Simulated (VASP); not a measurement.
# H3C18N in VASP: single point with PBE+D3(BJ)

Aim: the single point of H3C18N with PBE+D3(BJ).

Everything below comes from runs of VASP 6.6.1. Logs are shortened: lines on timing, memory, paths and dates and some standing lists are left out, and cuts for length are marked.

## Step 1: The cell of the first run

The cell holds a slab with vacuum, 22 atoms: a = 7.398 Å, b = 7.398 Å, c = 12.000 Å, α = 90.00°, β = 90.00°, γ = 120.00°.

## Step 2: Single point, PBE+D3(BJ)

File INCAR:

```
PREC     = Accurate       # precision mode
ENCUT    = 520            # plane-wave cutoff, eV
EDIFF    = 1E-6           # SCF threshold, eV
ISMEAR   = 0              # smearing method
SIGMA    = 0.05           # smearing width, eV
LREAL    = Auto         
LASPH    = T              # aspherical terms in the spheres
NELM     = 100            # most SCF steps
ALGO     = Normal         # electronic algorithm
ISIF     = 2              # what is computed and relaxed
LWAVE    = F              # write WAVECAR
LCHARG   = F              # write CHGCAR
GGA      = PE             # functional
IVDW     = 12             # dispersion correction
NBANDS   = 57             # bands
```

File KPOINTS:

```
Automatic mesh
0
Gamma
  2 2 1
```

File POSCAR:

```
H3C18N
1.0
    7.3980000000      0.0000000000      0.0000000000
   -3.6990000000      6.4068560000      0.0000000000
    0.0000000000      0.0000000000     12.0000000000
C N H
18 1 3
Direct
   -0.0104932379     -0.0135964930      0.0676075777
    0.2100041556      0.0955743643      0.0750491652
   -0.0108393552      0.3203309490      0.1073495772
    0.2177665793      0.4346177770      0.0807892849
   -0.0104873211      0.6545706437      0.0675655609
    0.2099863723      0.7658897279      0.0750412781
    0.3179318076     -0.0153057456      0.0818359319
    0.5464473205      0.0989553192      0.1139396580
    0.3248530232      0.3232091728      0.0749792442
    0.5452456347      0.4321952208      0.0679263663
    0.3248316145      0.6530803379      0.0749797553
    0.5452669632      0.7645352786      0.0679623836
    0.6600678217     -0.0131584211      0.0772438477
    0.8742602696      0.0935384793      0.0768434766
    0.6600844183      0.3247213635      0.0771885277
    0.8742613586      0.4321619556      0.0767627121
    0.6563481830      0.6539175959      0.0635633654
    0.8782044474      0.7648228327      0.0633994821
    0.5648147856      0.1082408265      0.2396116351
    0.9819719781      0.3168319223      0.2002879070
    0.4857154081      0.1786710356      0.2696544918
    0.4885340430     -0.0414176629      0.2695853711
```

Potentials or basis: VASP PAW PBE potentials, release 64 (C, N, H).

Launch:

```sh
$ cat potpaw_PBE.64/C/POTCAR potpaw_PBE.64/N/POTCAR potpaw_PBE.64/H/POTCAR > POTCAR
$ mpirun -np 1 vasp_std > vasp.out
```

OUTCAR:

```text
PREC = Accurate
   ENCUT = 520
   EDIFF = 1E-6
   ISMEAR = 0
   LREAL = Auto
   LASPH = T
   NELM = 100
   ISIF = 2
   GGA = PE
   IVDW = 12
 IVDW          = 12

 ion  position               nearest neighbor table
   1  0.990  0.986  0.068-   2 1.42  18 1.42  14 1.43
   2  0.210  0.096  0.075-   7 1.40   1 1.42   9 1.46
   3  0.989  0.320  0.107-  20 1.12  16 1.50  14 1.50   4 1.50
   4  0.218  0.435  0.081-  11 1.40   9 1.40   3 1.50
   5  0.990  0.655  0.068-   6 1.42  18 1.42  16 1.43
   6  0.210  0.766  0.075-   7 1.40   5 1.42  11 1.46
   7  0.318  0.985  0.082-   6 1.40   2 1.40   8 1.51
   8  0.546  0.099  0.114-  13 1.51  15 1.51  19 1.51   7 1.51
   9  0.325  0.323  0.075-   4 1.40  10 1.41   2 1.46
  10  0.545  0.432  0.068-   9 1.41  17 1.42  15 1.43
  11  0.325  0.653  0.075-   4 1.40  12 1.41   6 1.46
  12  0.545  0.765  0.068-  11 1.41  17 1.42  13 1.43
  13  0.660  0.987  0.077-  14 1.37  12 1.43   8 1.51
  14  0.874  0.094  0.077-  13 1.37   1 1.43   3 1.50
  15  0.660  0.325  0.077-  16 1.37  10 1.43   8 1.51
  16  0.874  0.432  0.077-  15 1.37   5 1.43   3 1.50
  17  0.656  0.654  0.064-  12 1.42  18 1.42  10 1.42
  18  0.878  0.765  0.063-   5 1.42   1 1.42  17 1.42
  19  0.565  0.108  0.240-  21 1.02  22 1.02   8 1.51
  20  0.982  0.317  0.200-   3 1.12
  21  0.486  0.179  0.270-  19 1.02
  22  0.489  0.959  0.270-  19 1.02

  LATTYP: Found a hexagonal cell.
 ALAT       =     7.3980000000
 C/A-ratio  =     1.6220600162

  Lattice vectors:

 A1 = (   7.3980000000,   0.0000000000,   0.0000000000)
 A2 = (  -3.6990000000,   6.4068560000,   0.0000000000)
 A3 = (   0.0000000000,   0.0000000000,  12.0000000000)

Analysis of symmetry for initial positions (statically):
=====================================================================
 Subroutine PRICEL returns:
 Original cell was already a primitive cell.

 Routine SETGRP: Setting up the symmetry group for a
 hexagonal supercell.

 Subroutine GETGRP returns: Found  1 space group operations
 (whereof  1 operations were pure point group operations)
 out of a pool of 24 trial point group operations.

The static configuration has the point symmetry C_1 .

Analysis of symmetry for dynamics (positions and initial velocities):
=====================================================================
 Subroutine PRICEL returns:
 Original cell was already a primitive cell.

 Routine SETGRP: Setting up the symmetry group for a
 hexagonal supercell.

 Subroutine GETGRP returns: Found  1 space group operations
 (whereof  1 operations were pure point group operations)
 out of a pool of 24 trial point group operations.

The dynamic configuration has the point symmetry C_1 .

 Subroutine INISYM returns: Found  1 space group operations
 (whereof  1 operations are pure point group operations),
 and found     1 'primitive' translations

----------------------------------------------------------------------------------------

                                     Primitive cell

  volume of cell :     568.7750

  direct lattice vectors                    reciprocal lattice vectors
     7.398000000  0.000000000  0.000000000     0.135171668  0.078041398  0.000000000
    -3.699000000  6.406856000  0.000000000     0.000000000  0.156082796  0.000000000
     0.000000000  0.000000000 12.000000000     0.000000000  0.000000000  0.083333333

  length of vectors
     7.398000000  7.398000054 12.000000000     0.156082797  0.156082796  0.083333333

  position of ions in fractional coordinates (direct lattice)
     0.989506762  0.986403507  0.067607578
     0.210004156  0.095574364  0.075049165
     0.989160645  0.320330949  0.107349577
     0.217766579  0.434617777  0.080789285
     0.989512679  0.654570644  0.067565561
     0.209986372  0.765889728  0.075041278
[... 14 lines left out ...]
     0.485715408  0.178671036  0.269654492
     0.488534043  0.958582337  0.269585371

  ion indices of the primitive-cell ions
   primitive index   ion index
                 1           1
                 2           2
                 3           3
                 4           4
                 5           5
                 6           6
[... 14 lines left out ...]
                21          21
                22          22

----------------------------------------------------------------------------------------

 KPOINTS: Automatic mesh

Automatic generation of k-mesh.
 Grid dimensions read from file:
 generate k-points for:    2    2    1

 Generating k-lattice:

  Cartesian coordinates                     Fractional coordinates (reciprocal lattice)
     0.067585834  0.039020699  0.000000000     0.500000000  0.000000000  0.000000000
     0.000000000  0.078041398  0.000000000     0.000000000  0.500000000  0.000000000
     0.000000000  0.000000000  0.083333333     0.000000000  0.000000000  1.000000000

  Length of vectors
     0.078041399  0.078041398  0.083333333

  Shift w.r.t. Gamma in fractional coordinates (k-lattice)
     0.000000000  0.000000000  0.000000000

 Subroutine IBZKPT returns following result:
 ===========================================

 Found      4 irreducible k-points:

 Following reciprocal coordinates:
            Coordinates               Weight
  0.000000  0.000000  0.000000      1.000000
  0.500000  0.000000  0.000000      1.000000
  0.000000  0.500000  0.000000      1.000000
  0.500000  0.500000  0.000000      1.000000
   k-points           NKPTS =      4   k-points in BZ     NKDIM =      4   number of bands    NBANDS=     57
   number of dos      NEDOS =    301   number of ions     NIONS =     22
   total plane-waves  NPLWV = 282240
   dimension x,y,z NGX =    56 NGY =   56 NGZ =   90
   dimension x,y,z NGXF=   112 NGYF=  112 NGZF=  180
   ions per type =              18   1   3
   NGX,Y,Z   is equivalent  to a cutoff of  12.58, 12.58, 12.47 a.u.
   NGXF,Y,Z  is equivalent  to a cutoff of  25.17, 25.17, 24.94 a.u.
 SYSTEM =  unknown system
   PREC   = accura    normal or accurate (medium, high low for compatibility)
   ISTART =      0    job   : 0-new  1-cont  2-samecut
   ICHARG =      2    charge: 1-file 2-atom 10-const
   ISPIN  =      1    spin polarized calculation?
   LNONCOLLINEAR =      F non collinear calculations
   LSORBIT =      F    spin-orbit coupling
   LASPH  =      T    aspherical Exc in radial PAW
   ENCUT  =  520.0 eV  38.22 Ry    6.18 a.u.  13.76 13.76 22.31*2*pi/ulx,y,z
   NELM   =    100;   NELMIN=  2; NELMDL= -5     # of ELM steps
   EDIFF  = 0.1E-05   stopping-criterion for ELM
   LREAL  =      T    real-space projection
   EDIFFG = 0.1E-04   stopping-criterion for IOM
   NSW    =      0    number of steps for IOM
   IBRION =     -1    ionic relax: 0-MD 1-quasi-New 2-CG
   NFREE  =      0    steps in history (QN), initial steepest desc. (CG)
   ISIF   =      2    stress and relaxation
   ISYM   =      2    0-nonsym 1-usesym 2-fastsym
   POTIM  = 0.5000    time-step for ionic-motion
   TEBEG  =    0.0;   TEEND  =   0.0 temperature during run
   PSTRESS=    0.0 pullay stress
   NELECT =      80.0000    total number of electrons
   NUPDOWN=      -1.0000    fix difference up-down
   EMIN   =  10.00;   EMAX   =-10.00  energy-range for DOS
   EFERMI =   0.00;   METHOD = LEGACY
   ISMEAR =     0;   SIGMA  =   0.05  broadening in eV -4-tet -1-fermi 0-gaus
   EFERMI_NEDOS =   21; number of points for ismear=-14 and -15
   IALGO  =     38    algorithm
   IMIX   =      4    mixing-type and parameters
     AMIX     =   0.40;   BMIX     =  1.00
     AMIX_MAG =   1.60;   BMIX_MAG =  1.00
  volume/ion in A,a.u.               =      25.85       174.47
  Fermi-wavevector in a.u.,A,eV,Ry     =   0.851382  1.608879  9.862209  0.724852
  Thomas-Fermi vector in A             =   1.967507
   LORBIT       =      0    0 simple, 1 ext, 2 COOP (PROOUT), +10 PAW based schemes
   GGA     = PE    functional components
   LHFCALC =     F    Hartree Fock is set to
   AEXX    =    0.0000 exact exchange contribution
   IVDW    =    12    specifies the selected vdW correction
   LEPSILON=     F    determine dielectric tensor
   LRPA    =     F    only Hartree local field effects (RPA)
 non-spin polarized calculation
 Gauss-broadening in eV      SIGMA  =   0.05
  energy-cutoff  :      520.00
  volume of cell :      568.78
 maximum number of plane-waves:     15363
 NGX is ok and might be reduce to    56
   NGX = 27   NGY = 27   NGZ = 45

 number of electron      79.9999997 magnetization

 Free energy of the ion-electron system (eV)
  ---------------------------------------------------
  ext. energy  EPLUGINS =         0.00000000
  ---------------------------------------------------
  free energy    TOTEN  =      -182.80156293 eV

  energy without entropy =     -182.80156289  energy(sigma->0) =     -182.80156291

 E-fermi :  -1.3050     XC(G=0):  -4.0141

 val. band max:       -1.4838087468   @ k =   0.0000   0.0000   0.0000
 cond. band min:      -1.1261642036   @ k =   0.0000   0.0000   0.0000
 fundamental gap:      0.3576445432
 Fermi energy:        -1.3049844628

 k-point     1 :       0.0000    0.0000    0.0000
  band No.  band energies     occupation
      1     -21.0809      2.00000
      2     -19.7654      2.00000
      3     -18.3996      2.00000
      4     -18.3151      2.00000
      5     -18.3142      2.00000
      6     -18.2755      2.00000
[... 44 lines left out ...]
     51       4.2883      0.00000
     52       4.5388      0.00000

 k-point     2 :       0.5000    0.0000    0.0000
  band No.  band energies     occupation
      1     -20.7121      2.00000
      2     -20.2146      2.00000
      3     -19.5200      2.00000
      4     -18.8770      2.00000
      5     -18.2614      2.00000
      6     -16.4727      2.00000
[... 44 lines left out ...]
     51       4.0180      0.00000
     52       4.3235      0.00000

 k-point     3 :       0.0000    0.5000    0.0000
  band No.  band energies     occupation
      1     -20.7098      2.00000
      2     -20.2355      2.00000
      3     -19.4555      2.00000
      4     -18.9411      2.00000
      5     -18.2349      2.00000
      6     -16.5260      2.00000
[... 44 lines left out ...]
     51       4.0313      0.00000
     52       4.1156      0.00000

 k-point     4 :       0.5000    0.5000    0.0000
  band No.  band energies     occupation
      1     -20.7097      2.00000
      2     -20.2358      2.00000
      3     -19.4557      2.00000
      4     -18.9405      2.00000
      5     -18.2352      2.00000
      6     -16.5253      2.00000
[... 44 lines left out ...]
     51       4.0346      0.00000
     52       4.1089      0.00000
 [bands above 52 left out]

------------------------ aborting loop because EDIFF is reached ----------------------------------------

 Edisp (eV)   -1.84339

 E8    (eV) :    -0.5589

  FORCE on cell =-STRESS in cart. coord.  units (eV):
  Direction    XX          YY          ZZ          XY          YZ          ZX
  --------------------------------------------------------------------------------------
  -------------------------------------------------------------------------------------
  Total       1.58268     3.30459    -0.09345    -1.49478    -0.01420    -0.00408
  in kB       4.45824     9.30866    -0.26325    -4.21065    -0.04001    -0.01149
  external pressure =        4.50 kB  Pullay stress =        0.00 kB

 VOLUME and BASIS-vectors are now :
 -----------------------------------------------------------------------------
  energy-cutoff  :      520.00
  volume of cell :      568.78
      direct lattice vectors                 reciprocal lattice vectors
     7.398000000  0.000000000  0.000000000     0.135171668  0.078041398  0.000000000
    -3.699000000  6.406856000  0.000000000     0.000000000  0.156082796  0.000000000
     0.000000000  0.000000000 12.000000000     0.000000000  0.000000000  0.083333333

 POSITION                                       TOTAL-FORCE (eV/Angst)
 -----------------------------------------------------------------------------------
      3.67166      6.31975      0.81129         0.003408     -0.003530     -0.000843
      1.20008      0.61233      0.90059        -0.004284     -0.002101     -0.001453
      6.13291      2.05231      1.28819         0.010119      0.003859     -0.019645
      0.00339      2.78453      0.96947        -0.007272     -0.011966      0.001956
      4.89916      4.19374      0.81079        -0.006094     -0.000277     -0.001101
     -1.27955      4.90695      0.90050         0.005961     -0.007975     -0.007490
[... 14 lines left out ...]
      2.93242      1.14472      3.23585         0.015872      0.020142      0.010971
      0.06838      6.14150      3.23502         0.020259      0.002642      0.011010
 -----------------------------------------------------------------------------------
    total drift:                               -0.020291      0.017549     -0.022702

  FREE ENERGIE OF THE ION-ELECTRON SYSTEM (eV)
  ---------------------------------------------------
  free  energy   TOTEN  =      -184.6449490945 eV

  energy  without entropy=     -184.6449490552  energy(sigma->0) =     -184.64494907
```

Run time: 2.7 min. Hardware: 1 thread of Intel Xeon 6975P-C (Granite Rapids), shared host; peak memory 0.59 GiB.

Results:

| Quantity | Value |
| --- | --- |
| Free energy | -184.6449 eV |
| Largest force | 0.059 eV/Å |
| Band gap on the k mesh | 0.36 eV |
| Dispersion energy per atom | -0.084 eV |

Forces in eV/Å, atoms in the order of the input:
```
C    0.003 -0.004 -0.001
C   -0.004 -0.002 -0.001
C    0.010  0.004 -0.020
C   -0.007 -0.012  0.002
C   -0.006  0.000 -0.001
C    0.006 -0.008 -0.007
C    0.013  0.000 -0.006
C    0.007  0.014  0.013
C   -0.005 -0.005 -0.009
C    0.009  0.004 -0.002
C   -0.004  0.009 -0.004
C   -0.003  0.002  0.001
C    0.002  0.002 -0.008
C   -0.007  0.016 -0.007
C   -0.006 -0.007 -0.013
C    0.007  0.000 -0.009
C    0.001  0.000 -0.004
C   -0.004  0.004 -0.004
N   -0.045 -0.035  0.016
H   -0.003 -0.003  0.041
H    0.016  0.020  0.011
H    0.020  0.003  0.011
```

Levels at points of the mesh, in eV from the valence-band top:
| k point | band 38 | band 39 | band 40 | band 41 | band 42 | band 43 |
| --- | --- | --- | --- | --- | --- | --- |
| (0.00, 0.00, 0.00) | -1.99 | -1.48 | 0.00 | 0.36 | 2.02 | 2.42 |
| (0.50, 0.00, 0.00) | -2.31 | -2.15 | -1.80 | 1.97 | 2.48 | 2.61 |
| (0.00, 0.50, 0.00) | -2.30 | -1.87 | -0.80 | 0.86 | 2.16 | 2.62 |
| (0.50, 0.50, 0.00) | -2.30 | -1.87 | -0.80 | 0.86 | 2.16 | 2.62 |

Caveat: the k points lie up to 0.49 Å⁻¹ apart.
